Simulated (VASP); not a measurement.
# Mo (P6/mmm) in VASP: a series of runs, part 2 of 2

VASP 6.6.1. The steps go on from the part before.

## Step 3: Single point, PBEsol (strain -0.015 along x and y, +0.000 along z)

INCAR

```
PREC = Accurate
ENCUT = 520
EDIFF = 1E-6
ISMEAR = 0
SIGMA = 0.15
LREAL = F
LASPH = T
NELM = 80
ALGO = Normal
ISIF = 2
LWAVE = F
LCHARG = F
GGA = PS
NBANDS = 13
```

KPOINTS

```
Automatic mesh
0
Gamma
  18 18 18
```

POSCAR

```
Mo
1.0
    2.6944777412      0.0000000000      0.0000000000
   -1.3472388706      2.3334861739      0.0000000000
    0.0000000000      0.0000000000      2.5551807000
Mo
1
Direct
    0.0000000000      0.0000000000      0.5000000000
```

Potentials or basis: VASP PAW PBE potentials, release 64 (Mo_sv).

Run with:

```sh
$ cat potpaw_PBE.64/Mo_sv/POTCAR > POTCAR
$ mpirun -np 1 vasp_std > vasp.out
```

It took 20 s on 1 thread of Intel Xeon 6975P-C (Granite Rapids), shared host; peak memory 0.18 GiB.

It converged, with:

* Free energy: -10.8583 eV
* Pressure: 3.8 GPa
* Band gap on the k mesh: zero (band 7 reaches 12.82 eV, above the bottom of band 8 at 10.96 eV)

Stress tensor (GPa, compression positive):
```
 8.12  0.00  0.00
 0.00  8.12  0.00
 0.00  0.00 -4.79
```

Levels at points of the mesh, in eV from the Fermi level:
| k point | band 3 | band 4 | band 5 | band 6 | band 7 | band 8 | band 9 | band 10 | band 11 | band 12 |
| --- | --- | --- | --- | --- | --- | --- | --- | --- | --- | --- |
| (0.00, 0.00, 0.00) | -34.17 | -34.17 | -6.94 | -4.48 | -0.95 | -0.95 | 4.24 | 4.24 | 13.11 | 15.59 |
| (0.50, 0.00, 0.00) | -34.53 | -34.02 | -5.16 | -3.13 | 0.77 | 1.17 | 3.49 | 4.73 | 10.69 | 13.82 |
| (0.00, 0.00, 0.50) | -34.01 | -34.01 | -3.92 | -0.15 | -0.15 | -0.09 | 0.98 | 0.98 | 10.12 | 16.10 |
| (0.50, 0.00, 0.50) | -35.49 | -34.36 | -5.57 | -3.67 | -0.38 | 5.06 | 6.21 | 6.41 | 7.49 | 16.40 |

Caveat: the cell differs from its parent crystal (strain -0.015 along x and y, +0.000 along z); the PAW data sets were made with another functional, which shifts forces and pressure a little.

## Step 4: Single point, PBEsol (strain +0.000 along x and y, -0.015 along z)

INCAR

```
PREC     = Accurate       # precision mode
ENCUT    = 520            # plane-wave cutoff, eV
EDIFF    = 1E-6           # SCF threshold, eV
ISMEAR   = 0              # smearing method
SIGMA    = 0.15           # smearing width, eV
LREAL    = F              # projectors in reciprocal space
LASPH    = T              # aspherical terms in the spheres
NELM     = 60             # most SCF steps
ALGO     = Normal         # electronic algorithm
ISIF     = 2              # what is computed and relaxed
LWAVE    = F              # write WAVECAR
LCHARG   = F              # write CHGCAR
GGA      = PS             # functional
NBANDS   = 13             # bands
```

KPOINTS is that of step 3.

POSCAR

```
Mo
1.0
    2.7355103972      0.0000000000      0.0000000000
   -1.3677551986      2.3690214963      0.0000000000
    0.0000000000      0.0000000000      2.5168529895
Mo
1
Direct
    0.0000000000      0.0000000000      0.5000000000
```

Potentials or basis: VASP PAW PBE potentials, release 64 (Mo_sv).

Run with:

```sh
$ cat potpaw_PBE.64/Mo_sv/POTCAR > POTCAR
$ mpirun -np 1 vasp_std > vasp.out
```

OUTCAR:

```text
PREC = Accurate
   ENCUT = 520
   EDIFF = 1E-6
   ISMEAR = 0
   LREAL = F
   LASPH = T
   NELM = 60
   ISIF = 2
   GGA = PS

 ion  position               nearest neighbor table
   1  0.000  0.000  0.500-

  LATTYP: Found a hexagonal cell.
 ALAT       =     2.7355103972
 C/A-ratio  =     0.9200670530

  Lattice vectors:

 A1 = (   2.7355103972,   0.0000000000,   0.0000000000)
 A2 = (  -1.3677551986,   2.3690214963,   0.0000000000)
 A3 = (   0.0000000000,   0.0000000000,   2.5168529895)

Analysis of symmetry for initial positions (statically):
=====================================================================
 Subroutine PRICEL returns:
 Original cell was already a primitive cell.

 Routine SETGRP: Setting up the symmetry group for a
 hexagonal supercell.

 Subroutine GETGRP returns: Found 24 space group operations
 (whereof 24 operations were pure point group operations)
 out of a pool of 24 trial point group operations.

The static configuration has the point symmetry D_6h.

Analysis of symmetry for dynamics (positions and initial velocities):
=====================================================================
[... 160 lines left out ...]
 fundamental gap:      0.0048348976
 Fermi energy:        11.6055222976

 k-point     1 :       0.0000    0.0000    0.0000
  band No.  band energies     occupation
      1     -49.2981      2.00000
      2     -22.5944      2.00000
      3     -22.5944      2.00000
      4     -22.4254      2.00000
      5       4.7882      2.00000
      6       7.2316      2.00000
      7      10.7029      2.00000
      8      10.7029      2.00000
      9      15.9267      0.00000
     10      15.9267      0.00000
     11      24.5502      0.00000
     12      27.9189      0.00000
     13      32.1581      0.00000
[... 354 lines left out ...]
  band No.  band energies     occupation
      1     -49.0706      2.00000
      2     -23.9016      2.00000
      3     -23.0147      2.00000
      4     -22.2716      2.00000
      5       7.1643      2.00000
      6       8.3804      2.00000
      7      11.6613      0.59874
      8      13.0198      0.00000
      9      15.0151      0.00000
     10      16.5701      0.00000
     11      21.7849      0.00000
     12      24.2326      0.00000
     13      29.2949      0.00000

 [... further k-points ...]
[... 5 lines left out ...]
  --------------------------------------------------------------------------------------
  -------------------------------------------------------------------------------------
  Total        0.0884233      0.0884233     -0.1752970      0.0000000      0.0000000      0.0000000
  in kB        8.6858403      8.6858403    -17.2194744      0.0000000      0.0000000      0.0000000
  external PRESSURE =       0.0507354 kB  Pullay stress =       0.0000000 kB

 VOLUME and BASIS-vectors are now :
 -----------------------------------------------------------------------------
  energy-cutoff  :      520.00
  volume of cell :       16.31
      direct lattice vectors                 reciprocal lattice vectors
     2.735510397  0.000000000  0.000000000     0.365562493  0.211057604  0.000000000
    -1.367755199  2.369021496  0.000000000     0.000000000  0.422115207  0.000000000
     0.000000000  0.000000000  2.516852989     0.000000000  0.000000000  0.397321577

 POSITION                                       TOTAL-FORCE (eV/Angst)
 -----------------------------------------------------------------------------------
      0.00000      0.00000      1.25843        -0.000000      0.000000      0.000000
 -----------------------------------------------------------------------------------
    total drift:                                0.000000      0.000000     -0.000000

  FREE ENERGIE OF THE ION-ELECTRON SYSTEM (eV)
  ---------------------------------------------------
  free  energy   TOTEN  =       -10.8766524893 eV

  energy  without entropy=      -10.8660222629  energy(sigma->0) =      -10.87133738
```

stdout:

```text
POSCAR found type information on POSCAR Mo
 POSCAR found :  1 types and       1 ions
 scaLAPACK will be used
 -----------------------------------------------------------------------------
|                                                                             |
|                                                                             |
|     You enforced a specific xc type in the INCAR file but a different       |
|     I HOPE YOU KNOW WHAT YOU ARE DOING!                                     |
|                                                                             |
 -----------------------------------------------------------------------------

 LDA part: xc-table for (Slater+PW92), standard interpolation
 POSCAR, INCAR and KPOINTS ok, starting setup
 FFT: planning ... GRIDC
 FFT: planning ... GRID_SOFT
 FFT: planning ... GRID
 WAVECAR not read
 entering main loop
```

Wall time 20 s (1 thread of Intel Xeon 6975P-C (Granite Rapids), shared host); peak memory 0.18 GiB.

What came out:

```yaml
Free_energy: -10.8767 eV
Pressure: 0.0 GPa
Band_gap_on_the_k_mesh: zero (band 7 reaches 12.66 eV, above the bottom of band 8 at 10.70 eV)
```

Stress tensor (GPa, compression positive):
```
 0.87  0.00  0.00
 0.00  0.87  0.00
 0.00  0.00 -1.72
```

Caveat: the cell differs from its parent crystal (strain +0.000 along x and y, -0.015 along z); the PAW data sets were made with another functional, which shifts forces and pressure a little.

## Step 5: Single point, PBEsol (strain -0.015 along x and y, +0.015 along z)

INCAR

```
SYSTEM = Mo
PREC = Accurate
ENCUT = 520
EDIFF = 1E-6
ISMEAR = 0
SIGMA = 0.15
LREAL = .False.
LASPH = .True.
NELM = 80
ALGO = Normal
ISIF = 2
LWAVE = .False.
LCHARG = .False.
GGA = PS
NBANDS = 13
```

KPOINTS

```
regular mesh
0
Gamma
  18 18 18
  0 0 0
```

POSCAR

```
Mo
1.0
    2.6944777412      0.0000000000      0.0000000000
   -1.3472388706      2.3334861739      0.0000000000
    0.0000000000      0.0000000000      2.5935084105
Mo
1
Direct
    0.0000000000      0.0000000000      0.5000000000
```

Run with:

```sh
$ cat potpaw_PBE.64/Mo_sv/POTCAR > POTCAR
$ mpirun -np 1 vasp_std > vasp.out
```

It took 20 s on 1 thread of Intel Xeon 6975P-C (Granite Rapids), shared host; peak memory 0.18 GiB.

It converged, with:

* Free energy: -10.8462 eV
* Pressure: 0.6 GPa
* Band gap on the k mesh: zero (band 7 reaches 12.54 eV, above the bottom of band 8 at 10.78 eV)

Stress tensor (GPa, compression positive):
```
  6.50   0.00   0.00
  0.00   6.50   0.00
  0.00   0.00 -11.29
```

Levels at points of the mesh, in eV from the Fermi level:
```
           k point  band 3  band 4  band 5  band 6  band 7  band 8  band 9  band 10  band 11  band 12
(0.00, 0.00, 0.00)  -34.21  -34.21   -6.94   -4.42   -0.96   -0.96    4.05     4.05    13.15    15.03
(0.50, 0.00, 0.00)  -34.58  -34.16   -5.14   -3.04    0.52    1.16    3.30     4.70    10.60    13.82
(0.00, 0.00, 0.50)  -34.08  -34.08   -4.03   -0.27   -0.23   -0.23    1.08     1.08     9.52    15.97
(0.50, 0.00, 0.50)  -35.56  -34.42   -5.48   -3.77   -0.28    4.99    5.94     6.24     7.31    16.15
```

Caveat: the cell differs from its parent crystal (strain -0.015 along x and y, +0.015 along z); the PAW data sets were made with another functional, which shifts forces and pressure a little.

## Step 6: Single point, PBEsol (strain -0.015 along x and y, +0.030 along z)

INCAR

```
SYSTEM = Mo
  ALGO = Normal
  EDIFF = 1E-7
  ENCUT = 520
  GGA = PS
  ISIF = 2
  ISMEAR = 0
  LASPH = .True.
  LCHARG = .True.
  LELF = .True.
  LREAL = .False.
  LVHAR = .True.
  LWAVE = .False.
  NBANDS = 13
  NELM = 100
  PREC = Accurate
  SIGMA = 0.15
```

KPOINTS

```
k-points
0
Gamma
  18 18 18
  0 0 0
```

Edit POSCAR of step 5 so:

```diff
@@ -4,3 +4,3 @@
    -1.3472388706      2.3334861739      0.0000000000
-    0.0000000000      0.0000000000      2.5935084105
+    0.0000000000      0.0000000000      2.6318361210
 Mo
```

Potentials or basis: VASP PAW PBE potentials, release 64 (Mo_sv).

Run with:

```sh
$ cat potpaw_PBE.64/Mo_sv/POTCAR > POTCAR
$ mpirun -np 1 vasp_std > vasp.out
```

Run time: 21 s. Hardware: 1 thread of Intel Xeon 6975P-C (Granite Rapids), shared host; peak memory 0.18 GiB.

It converged, with:

```yaml
Free_energy: -10.8249 eV
Pressure: -2.3 GPa
Band_gap_on_the_k_mesh: zero (band 7 reaches 12.31 eV, above the bottom of band 8 at 10.61 eV)
```

Stress tensor (GPa, compression positive):
```
  5.03   0.00   0.00
  0.00   5.03   0.00
  0.00   0.00 -16.96
```

Levels at points of the mesh, in eV from the Fermi level:
| k point | band 4 | band 5 | band 6 | band 7 | band 8 | band 9 | band 10 | band 11 |
| --- | --- | --- | --- | --- | --- | --- | --- | --- |
| (0.00, 0.00, 0.00) | -34.25 | -6.94 | -4.37 | -0.96 | -0.96 | 3.89 | 3.89 | 13.19 |
| (0.50, 0.00, 0.00) | -34.29 | -5.13 | -2.95 | 0.28 | 1.14 | 3.12 | 4.67 | 10.51 |
| (0.00, 0.00, 0.50) | -34.14 | -4.14 | -0.44 | -0.31 | -0.31 | 1.16 | 1.16 | 8.96 |
| (0.50, 0.00, 0.50) | -34.48 | -5.40 | -3.86 | -0.18 | 4.93 | 5.68 | 6.08 | 7.14 |

Caveat: the cell differs from its parent crystal (strain -0.015 along x and y, +0.030 along z); the PAW data sets were made with another functional, which shifts forces and pressure a little.

## Step 7: Overview

| cell | gap on the mesh (eV) | pressure (GPa) |
| --- | --- | --- |
| a = 2.736, b = 2.736, c = 2.479 Å, angles 90.0, 90.0, 120.0°, 1 atom | none | 3.7 |
| a = 2.694, b = 2.694, c = 2.555 Å, angles 90.0, 90.0, 120.0°, 1 atom | none | 3.8 |
| a = 2.736, b = 2.736, c = 2.517 Å, angles 90.0, 90.0, 120.0°, 1 atom | none | 0.0 |
| a = 2.694, b = 2.694, c = 2.594 Å, angles 90.0, 90.0, 120.0°, 1 atom | none | 0.6 |
| a = 2.694, b = 2.694, c = 2.632 Å, angles 90.0, 90.0, 120.0°, 1 atom | none | -2.3 |

Alike in all rows: task single point; level PBEsol; potentials or basis VASP PAW PBE potentials, release 64 (Mo_sv); no spin polarisation; k mesh 18 × 18 × 18; cutoff (eV) 520; smearing gaussian 0.15 eV.

Caveats: the PAW data sets were made with another functional, which shifts forces and pressure a little.

Total energies depend on the potentials used, so only differences within one code and one set of settings carry meaning.
